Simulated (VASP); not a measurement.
InPd:

```
In Pd
1.0
     3.27188    0.00000    0.00000
     0.00000    3.27188    0.00000
     0.00000    0.00000    3.27188
In Pd
1 1
Cartesian
  0.0000 0.0000 0.0000
  1.6359 1.6359 1.6359
```

- Program: VASP 6.6.1
- Task: relaxation of cell and atoms
- Functional: BLYP
- Dispersion: D4
- Potentials or basis: VASP PAW PBE potentials, release 64 (In_d, Pd)
- Cutoff: 600 eV
- k mesh: 8 × 8 × 8
- Occupations: fermi-dirac, width 0.05 eV
- Spin: no spin polarisation

At the start: pressure 3.6 GPa; volume 17.51 Å³/atom.

Q: How do energy, volume and symmetry change on relaxing?

A: Over 3 steps the energy falls by 5.9 meV/atom and the volume is 18.07 Å³/atom (+3.2 %); space group Pm-3m (No. 221, to 0.05 Å).

Step by step:
```tsv
step	energy change (eV)	largest force (eV/Å)	pressure (GPa)	volume (Å³)
1	0.0000	0.0000	3.59	35.03
2	-0.0049	0.0000	-2.34	37.05
3	-0.0118	0.0000	-0.01	36.14
```

Final structure:
```
CELL_PARAMETERS angstrom
3.30612 0.00000 0.00000
0.00000 3.30612 0.00000
0.00000 0.00000 3.30612
ATOMIC_POSITIONS crystal
In 0.00000 0.00000 0.00000
Pd 0.50000 0.50000 0.50000
```

Caveat: the PAW data sets were made with another functional, which shifts forces and pressure a little; pairwise dispersion overbinds metals, which lowers pressure and volume.
